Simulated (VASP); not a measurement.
# Hf (P6_3/mmc) in VASP: notebook

Runs on Hf. Level: PBEsol. Tasks: single point.

Program: VASP 6.6.1. These are calculated values, not measurements. Logs are shortened: lines on timing, memory, paths and dates and some standing lists are left out, and cuts for length are marked.

## (1) The cell of the first run

It takes space group P6_3/mmc (No. 194, hexagonal). The conventional cell has a = 3.197 Å, b = 3.197 Å, c = 5.247 Å, α = 90.00°, β = 90.00°, γ = 120.00°. Within 4.2 Å of Hf (site symmetry -6m2) lie 12 Hf at 3.20 to 3.21 Å.

## (2) Single point, PBEsol (strain +0.0375 x Voigt [0, 0, 1, 0, 0, 0])

The input, INCAR:

```
ALGO = Fast ; EDIFF = 1E-7
ENCUT = 520 ; GGA = PS
ISIF = 2 ; ISMEAR = 0
LASPH = True ; LCHARG = False
LREAL = False ; LWAVE = False
NBANDS = 17 ; NELM = 100
PREC = Accurate ; SIGMA = 0.15
```

The input, KPOINTS:

```
k-points
0
Gamma
  18 18 10
```

The input, POSCAR:

```
Hf
1.0
    3.1966985242      0.0000000000      0.0000000000
   -1.5983492621      2.7684221302      0.0000000000
    0.0000000000      0.0000000000      5.2474675000
Hf
2
Direct
    0.3333333333      0.6666666667      0.2500000000
    0.6666666667      0.3333333333      0.7500000000
```

Potentials or basis: VASP PAW PBE potentials, release 64 (Hf_pv).

Launch:

```sh
cat potpaw_PBE.64/Hf_pv/POTCAR > POTCAR
mpirun -np 1 vasp_std > vasp.out
```

OUTCAR:

```text
EDIFF = 1E-7
   ENCUT = 520
   GGA = PS
   ISIF = 2
   ISMEAR = 0
   LASPH = True
   LREAL = False
   NELM = 100
   PREC = Accurate

 ion  position               nearest neighbor table
   1  0.333  0.667  0.250-   2 3.21   2 3.21   2 3.21   2 3.21   2 3.21   2 3.21
   2  0.667  0.333  0.750-   1 3.21   1 3.21   1 3.21   1 3.21   1 3.21   1 3.21

  LATTYP: Found a hexagonal cell.
 ALAT       =     3.1966985242
 C/A-ratio  =     1.6415271757

  Lattice vectors:

 A1 = (   3.1966985242,   0.0000000000,   0.0000000000)
 A2 = (  -1.5983492621,   2.7684221302,   0.0000000000)
 A3 = (   0.0000000000,   0.0000000000,   5.2474675000)

Analysis of symmetry for initial positions (statically):
=====================================================================
 Subroutine PRICEL returns:
 Original cell was already a primitive cell.

 Routine SETGRP: Setting up the symmetry group for a
 hexagonal supercell.

 Subroutine GETGRP returns: Found 24 space group operations
 (whereof 12 operations were pure point group operations)
 out of a pool of 24 trial point group operations.

The static configuration has the point symmetry D_3d.
 The point group associated with its full space group is D_6h.

Analysis of symmetry for dynamics (positions and initial velocities):
=====================================================================
 Subroutine PRICEL returns:
 Original cell was already a primitive cell.

 Routine SETGRP: Setting up the symmetry group for a
 hexagonal supercell.

 Subroutine GETGRP returns: Found 24 space group operations
 (whereof 12 operations were pure point group operations)
 out of a pool of 24 trial point group operations.

The dynamic configuration has the point symmetry D_3d.
 The point group associated with its full space group is D_6h.

 Subroutine INISYM returns: Found 24 space group operations
 (whereof 12 operations are pure point group operations),
 and found     1 'primitive' translations

----------------------------------------------------------------------------------------

                                     Primitive cell

  volume of cell :      46.4391

  direct lattice vectors                    reciprocal lattice vectors
     3.196698524  0.000000000  0.000000000     0.312822743  0.180608295  0.000000000
    -1.598349262  2.768422130  0.000000000     0.000000000  0.361216589  0.000000000
     0.000000000  0.000000000  5.247467500     0.000000000  0.000000000  0.190568117

  length of vectors
     3.196698524  3.196698524  5.247467500     0.361216589  0.361216589  0.190568117

  position of ions in fractional coordinates (direct lattice)
     0.333333333  0.666666667  0.250000000
     0.666666667  0.333333333  0.750000000

  ion indices of the primitive-cell ions
   primitive index   ion index
                 1           1
                 2           2

----------------------------------------------------------------------------------------

 KPOINTS: k-points

Automatic generation of k-mesh.
 Grid dimensions read from file:
 generate k-points for:   18   18   10

 Generating k-lattice:

  Cartesian coordinates                     Fractional coordinates (reciprocal lattice)
     0.017379041  0.010033794  0.000000000     0.055555556  0.000000000  0.000000000
     0.000000000  0.020067588  0.000000000     0.000000000  0.055555556  0.000000000
     0.000000000  0.000000000  0.019056812     0.000000000  0.000000000  0.100000000

  Length of vectors
     0.020067588  0.020067588  0.019056812

  Shift w.r.t. Gamma in fractional coordinates (k-lattice)
     0.000000000  0.000000000  0.000000000

 Subroutine IBZKPT returns following result:
 ===========================================

 Found    222 irreducible k-points:

 Following reciprocal coordinates:
            Coordinates               Weight
  0.000000  0.000000  0.000000      1.000000
  0.055556  0.000000  0.000000      6.000000
  0.111111  0.000000  0.000000      6.000000
  0.166667  0.000000  0.000000      6.000000
  0.222222  0.000000  0.000000      6.000000
  0.277778  0.000000  0.000000      6.000000
[... 16 lines left out ...]
  0.333333  0.111111  0.000000     12.000000
  0.388889  0.111111  0.000000     12.000000
 [... further k-points ...]
   k-points           NKPTS =    222   k-points in BZ     NKDIM =    222   number of bands    NBANDS=     17
   number of dos      NEDOS =    301   number of ions     NIONS =      2
   total plane-waves  NPLWV =  23040
   dimension x,y,z NGX =    24 NGY =   24 NGZ =   40
   dimension x,y,z NGXF=    48 NGYF=   48 NGZF=   80
   ions per type =               2
   NGX,Y,Z   is equivalent  to a cutoff of  12.48, 12.48, 12.67 a.u.
   NGXF,Y,Z  is equivalent  to a cutoff of  24.96, 24.96, 25.34 a.u.
 SYSTEM =  unknown system
   PREC   = accura    normal or accurate (medium, high low for compatibility)
   ISTART =      0    job   : 0-new  1-cont  2-samecut
   ICHARG =      2    charge: 1-file 2-atom 10-const
   ISPIN  =      1    spin polarized calculation?
   LNONCOLLINEAR =      F non collinear calculations
   LSORBIT =      F    spin-orbit coupling
   LASPH  =      T    aspherical Exc in radial PAW
   ENCUT  =  520.0 eV  38.22 Ry    6.18 a.u.   5.94  5.94  9.76*2*pi/ulx,y,z
   NELM   =    100;   NELMIN=  2; NELMDL= -5     # of ELM steps
   EDIFF  = 0.1E-06   stopping-criterion for ELM
   LREAL  =      F    real-space projection
   EDIFFG = 0.1E-05   stopping-criterion for IOM
   NSW    =      0    number of steps for IOM
   IBRION =     -1    ionic relax: 0-MD 1-quasi-New 2-CG
   NFREE  =      0    steps in history (QN), initial steepest desc. (CG)
   ISIF   =      2    stress and relaxation
   ISYM   =      2    0-nonsym 1-usesym 2-fastsym
   POTIM  = 0.5000    time-step for ionic-motion
   TEBEG  =    0.0;   TEEND  =   0.0 temperature during run
   PSTRESS=    0.0 pullay stress
   NELECT =      20.0000    total number of electrons
   NUPDOWN=      -1.0000    fix difference up-down
   EMIN   =  10.00;   EMAX   =-10.00  energy-range for DOS
   EFERMI =   0.00;   METHOD = LEGACY
   ISMEAR =     0;   SIGMA  =   0.15  broadening in eV -4-tet -1-fermi 0-gaus
   EFERMI_NEDOS =   21; number of points for ismear=-14 and -15
   IALGO  =     68    algorithm
   IMIX   =      4    mixing-type and parameters
     AMIX     =   0.40;   BMIX     =  1.00
     AMIX_MAG =   1.60;   BMIX_MAG =  1.00
  volume/ion in A,a.u.               =      23.22       156.69
  Fermi-wavevector in a.u.,A,eV,Ry     =   1.236299  2.336267 20.795630  1.528436
  Thomas-Fermi vector in A             =   2.370913
   LORBIT       =      0    0 simple, 1 ext, 2 COOP (PROOUT), +10 PAW based schemes
   GGA     = PS    functional components
   LHFCALC =     F    Hartree Fock is set to
   AEXX    =    0.0000 exact exchange contribution
   IVDW    =     0    specifies the selected vdW correction
   LEPSILON=     F    determine dielectric tensor
   LRPA    =     F    only Hartree local field effects (RPA)
 non-spin polarized calculation
 RMM-DIIS sequential band-by-band and
 Gauss-broadening in eV      SIGMA  =   0.15
  energy-cutoff  :      520.00
  volume of cell :       46.44
 maximum number of plane-waves:      1290
 NGX is ok and might be reduce to    24
   NGX = 11   NGY = 11   NGZ = 19

 number of electron      20.0000003 magnetization

 Free energy of the ion-electron system (eV)
  ---------------------------------------------------
  ext. energy  EPLUGINS =         0.00000000
  ---------------------------------------------------
  free energy    TOTEN  =       -20.91435768 eV

  energy without entropy =      -20.89593564  energy(sigma->0) =      -20.90514666

 E-fermi :   4.4945     XC(G=0): -11.2222

 val. band max:        4.4844260502   @ k =   0.0000   0.0000   0.5000
 cond. band min:       4.5060206787   @ k =   0.3889   0.2222   0.4000
 fundamental gap:      0.0215946285
 Fermi energy:         4.4945475592

 k-point     1 :       0.0000    0.0000    0.0000
  band No.  band energies     occupation
      1     -26.5161      2.00000
      2     -25.8555      2.00000
      3     -25.8555      2.00000
      4     -25.8080      2.00000
      5     -25.7618      2.00000
      6     -25.7618      2.00000
[... 9 lines left out ...]
     16       7.3253      0.00000
     17       9.6868      0.00000

 k-point     2 :       0.0556    0.0000    0.0000
  band No.  band energies     occupation
      1     -26.5091      2.00000
      2     -25.8727      2.00000
      3     -25.8609      2.00000
      4     -25.8106      2.00000
      5     -25.7797      2.00000
      6     -25.7644      2.00000
[... 9 lines left out ...]
     16       7.2355      0.00000
     17       9.7564      0.00000

 k-point     3 :       0.1111    0.0000    0.0000
  band No.  band energies     occupation
      1     -26.4884      2.00000
      2     -25.9222      2.00000
      3     -25.8762      2.00000
      4     -25.8309      2.00000
      5     -25.8183      2.00000
      6     -25.7724      2.00000
[... 9 lines left out ...]
     16       7.0043      0.00000
     17       9.9065      0.00000

 k-point     4 :       0.1667    0.0000    0.0000
  band No.  band energies     occupation
      1     -26.4554      2.00000
      2     -25.9979      2.00000
      3     -25.9076      2.00000
      4     -25.8990      2.00000
      5     -25.8313      2.00000
      6     -25.7849      2.00000
[... 9 lines left out ...]
     16       7.1632      0.00000
     17      10.0868      0.00000
[... 343 lines left out ...]
      1     -26.2934      2.00000
      2     -26.2719      2.00000
      3     -26.1934      2.00000
      4     -26.0003      2.00000
      5     -25.9113      2.00000
      6     -25.8730      2.00000
[... 9 lines left out ...]
     16       9.6400      0.00000
     17      10.2066      0.00000

 k-point    23 :       0.3333    0.1111    0.0000
  band No.  band energies     occupation
      1     -26.3406      2.00000
      2     -26.2449      2.00000
      3     -26.2427      2.00000
      4     -26.0311      2.00000
      5     -25.9429      2.00000
      6     -25.8901      2.00000
[... 9 lines left out ...]
     16      10.2273      0.00000
     17      10.4397      0.00000

 k-point    24 :       0.3889    0.1111    0.0000
  band No.  band energies     occupation
      1     -26.3851      2.00000
      2     -26.2784      2.00000
      3     -26.2020      2.00000
      4     -26.0509      2.00000
      5     -25.9713      2.00000
      6     -25.9013      2.00000
[... 9 lines left out ...]
     16      10.2358      0.00000
     17      11.1469      0.00000

 [... further k-points ...]
[... 5 lines left out ...]
  --------------------------------------------------------------------------------------
  -------------------------------------------------------------------------------------
  Total       -1.7940866     -1.7940866     -3.0364329      0.0000000     -0.0000000      0.0000000
  in kB      -61.8970914    -61.8970914   -104.7588007      0.0000000     -0.0000000      0.0000000
  external PRESSURE =     -76.1843279 kB  Pullay stress =       0.0000000 kB

 VOLUME and BASIS-vectors are now :
 -----------------------------------------------------------------------------
  energy-cutoff  :      520.00
  volume of cell :       46.44
      direct lattice vectors                 reciprocal lattice vectors
     3.196698524  0.000000000  0.000000000     0.312822743  0.180608295  0.000000000
    -1.598349262  2.768422130  0.000000000     0.000000000  0.361216589  0.000000000
     0.000000000  0.000000000  5.247467500     0.000000000  0.000000000  0.190568117

 POSITION                                       TOTAL-FORCE (eV/Angst)
 -----------------------------------------------------------------------------------
     -0.00000      1.84561      1.31187        -0.000000      0.000000      0.000000
      1.59835      0.92281      3.93560         0.000000     -0.000000      0.000000
 -----------------------------------------------------------------------------------
    total drift:                               -0.000000      0.000000     -0.000000

  FREE ENERGIE OF THE ION-ELECTRON SYSTEM (eV)
  ---------------------------------------------------
  free  energy   TOTEN  =       -20.9143576841 eV

  energy  without entropy=      -20.8959356437  energy(sigma->0) =      -20.90514666
```

It took 3 min on 1 thread of Intel Xeon 6975P-C, shared host; peak memory 0.27 GiB.

Results:

```yaml
Free_energy: -20.9144 eV
Pressure: -7.6 GPa
Band_gap_on_the_k_mesh: zero (band 10 reaches 5.59 eV, above the bottom of band 11 at 4.08 eV)
```

Levels at points of the mesh, in eV from the Fermi level:
| k point | band 8 | band 9 | band 10 | band 11 | band 12 | band 13 |
| --- | --- | --- | --- | --- | --- | --- |
| (0.00, 0.00, 0.00) | -3.70 | 0.27 | 1.09 | 1.24 | 1.24 | 1.93 |
| (0.50, 0.00, 0.00) | -2.62 | -2.15 | -0.68 | 0.65 | 1.03 | 1.41 |
| (0.00, 0.00, 0.50) | -5.44 | -0.01 | -0.01 | 1.20 | 1.20 | 1.20 |
| (0.50, 0.00, 0.50) | -3.28 | -1.01 | -1.01 | 1.12 | 1.12 | 2.72 |

Caveat: the cell differs from its parent crystal (strain +0.0375 x Voigt [0, 0, 1, 0, 0, 0]); the PAW data sets were made with another functional, which shifts forces and pressure a little; spin-orbit coupling is left out, which moves the levels of the heavy elements.

## (3) Single point, PBEsol (strain +0.0750 x Voigt [0, 0, 1, 0, 0, 0])

The input, INCAR:

```
PREC = Accurate
ENCUT = 520
EDIFF = 1E-6
ISMEAR = 0
SIGMA = 0.15
LREAL = F
LASPH = T
NELM = 80
ALGO = Fast
ISIF = 2
LWAVE = F
LCHARG = F
GGA = PS
NBANDS = 17
```

The input, KPOINTS:

```
regular mesh
0
Gamma
  18 18 10
```

POSCAR: that of step 2 with these lines changed.

```diff
@@ -4,3 +4,3 @@
    -1.5983492621      2.7684221302      0.0000000000
-    0.0000000000      0.0000000000      5.2474675000
+    0.0000000000      0.0000000000      5.4371350000
 Hf
```

Potentials or basis: VASP PAW PBE potentials, release 64 (Hf_pv).

Launch:

```sh
cat potpaw_PBE.64/Hf_pv/POTCAR > POTCAR
mpirun -np 1 vasp_std > vasp.out
```

OUTCAR:

```text
PREC = Accurate
   ENCUT = 520
   EDIFF = 1E-6
   ISMEAR = 0
   LREAL = F
   LASPH = T
   NELM = 80
   ISIF = 2
   GGA = PS

 ion  position               nearest neighbor table
   1  0.333  0.667  0.250-   2 3.29   2 3.29   2 3.29   2 3.29   2 3.29   2 3.29
   2  0.667  0.333  0.750-   1 3.29   1 3.29   1 3.29   1 3.29   1 3.29   1 3.29

  LATTYP: Found a hexagonal cell.
 ALAT       =     3.1966985242
 C/A-ratio  =     1.7008594833

  Lattice vectors:

[... 194 lines left out ...]
      4     -26.1698      2.00000
      5     -26.1017      2.00000
      6     -26.1017      2.00000
[... 457 lines left out ...]
      4     -26.3578      2.00000
      5     -26.3063      2.00000
      6     -26.2473      2.00000
[... 9 lines left out ...]
     16       9.5662      0.00000
     17      10.7890      0.00000

 [... further k-points ...]
[... 5 lines left out ...]
  --------------------------------------------------------------------------------------
  -------------------------------------------------------------------------------------
  Total       -2.3969582     -2.3969582     -4.6195884      0.0000000     -0.0000000     -0.0000000
  in kB      -79.8117681    -79.8117681   -153.8189205      0.0000000     -0.0000000     -0.0000000
  external PRESSURE =    -104.4808189 kB  Pullay stress =       0.0000000 kB

 VOLUME and BASIS-vectors are now :
 -----------------------------------------------------------------------------
  energy-cutoff  :      520.00
  volume of cell :       48.12
      direct lattice vectors                 reciprocal lattice vectors
     3.196698524  0.000000000  0.000000000     0.312822743  0.180608295  0.000000000
    -1.598349262  2.768422130  0.000000000     0.000000000  0.361216589  0.000000000
     0.000000000  0.000000000  5.437135000     0.000000000  0.000000000  0.183920392

 POSITION                                       TOTAL-FORCE (eV/Angst)
 -----------------------------------------------------------------------------------
     -0.00000      1.84561      1.35928        -0.000000      0.000000      0.000000
      1.59835      0.92281      4.07785         0.000000      0.000000      0.000000
 -----------------------------------------------------------------------------------
    total drift:                               -0.000000      0.000000     -0.000000

  FREE ENERGIE OF THE ION-ELECTRON SYSTEM (eV)
  ---------------------------------------------------
  free  energy   TOTEN  =       -20.7782427743 eV

  energy  without entropy=      -20.7579023596  energy(sigma->0) =      -20.76807257
```

OSZICAR:

```text
N       E                     dE             d eps       ncg     rms          rms(c)
DAV:   1     0.485401389657E+02    0.48540E+02   -0.11346E+04  7548   0.111E+03
DAV:   2    -0.196701649755E+02   -0.68210E+02   -0.66590E+02  9696   0.246E+02
DAV:   3    -0.216365473859E+02   -0.19664E+01   -0.19421E+01  9952   0.273E+01
DAV:   4    -0.216540415856E+02   -0.17494E-01   -0.17480E-01  9503   0.311E+00
DAV:   5    -0.216542403495E+02   -0.19876E-03   -0.19872E-03 10064   0.290E-01    0.611E+01
RMM:   6    -0.210016325698E+02    0.65261E+00   -0.54670E-01  7581   0.425E+00    0.366E+01
RMM:   7    -0.207900975952E+02    0.21153E+00   -0.13036E+00  8944   0.648E+00    0.206E+00
RMM:   8    -0.207766221244E+02    0.13475E-01   -0.11773E-01  8264   0.227E+00    0.394E-01
RMM:   9    -0.207780985898E+02   -0.14765E-02   -0.18983E-02 10875   0.820E-01    0.627E-01
RMM:  10    -0.207784670939E+02   -0.36850E-03   -0.25626E-03 10548   0.324E-01    0.153E+00
RMM:  11    -0.207782511163E+02    0.21598E-03   -0.36290E-04  9085   0.134E-01    0.875E-02
RMM:  12    -0.207782427508E+02    0.83655E-05   -0.68770E-05  9954   0.502E-02    0.113E-01
RMM:  13    -0.207782484309E+02   -0.56801E-05   -0.11467E-05  9422   0.194E-02    0.121E-01
RMM:  14    -0.207782426623E+02    0.57687E-05   -0.16800E-05  8817   0.250E-02    0.586E-03
RMM:  15    -0.207782427743E+02   -0.11202E-06   -0.34268E-06  8122   0.124E-02
   1 F= -.20778243E+02 E0= -.20768073E+02  d E =-.203404E-01
```

stdout:

```text
POSCAR found type information on POSCAR Hf
 POSCAR found :  1 types and       2 ions
 scaLAPACK will be used
 -----------------------------------------------------------------------------
|                                                                             |
|                                                                             |
|     You enforced a specific xc type in the INCAR file but a different       |
|     I HOPE YOU KNOW WHAT YOU ARE DOING!                                     |
|                                                                             |
 -----------------------------------------------------------------------------

 LDA part: xc-table for (Slater+PW92), standard interpolation
 POSCAR, INCAR and KPOINTS ok, starting setup
 FFT: planning ... GRIDC
 FFT: planning ... GRID_SOFT
 FFT: planning ... GRID
 WAVECAR not read
 entering main loop
WARNING in EDDRMM: call to ZHEGV failed, returncode =   6  3     17
```

Wall time 2.9 min (1 thread of Intel Xeon 6975P-C, shared host); peak memory 0.27 GiB.

Results:

- Free energy: -20.7782 eV
- Pressure: -10.4 GPa
- Band gap on the k mesh: zero (band 10 reaches 5.03 eV, above the bottom of band 11 at 3.86 eV)

Levels at points of the mesh, in eV from the Fermi level:
```csv
k point,band 8,band 9,band 10,band 11,band 12,band 13
"(0.00, 0.00, 0.00)",-3.72,-0.06,0.77,1.29,1.29,1.87
"(0.50, 0.00, 0.00)",-2.52,-2.07,-0.58,0.47,1.19,1.26
"(0.00, 0.00, 0.50)",-5.46,-0.16,-0.16,1.30,1.30,1.30
"(0.50, 0.00, 0.50)",-3.16,-1.03,-1.03,1.06,1.06,2.79
```

Caveat: the cell differs from its parent crystal (strain +0.0750 x Voigt [0, 0, 1, 0, 0, 0]); the PAW data sets were made with another functional, which shifts forces and pressure a little; spin-orbit coupling is left out, which moves the levels of the heavy elements.
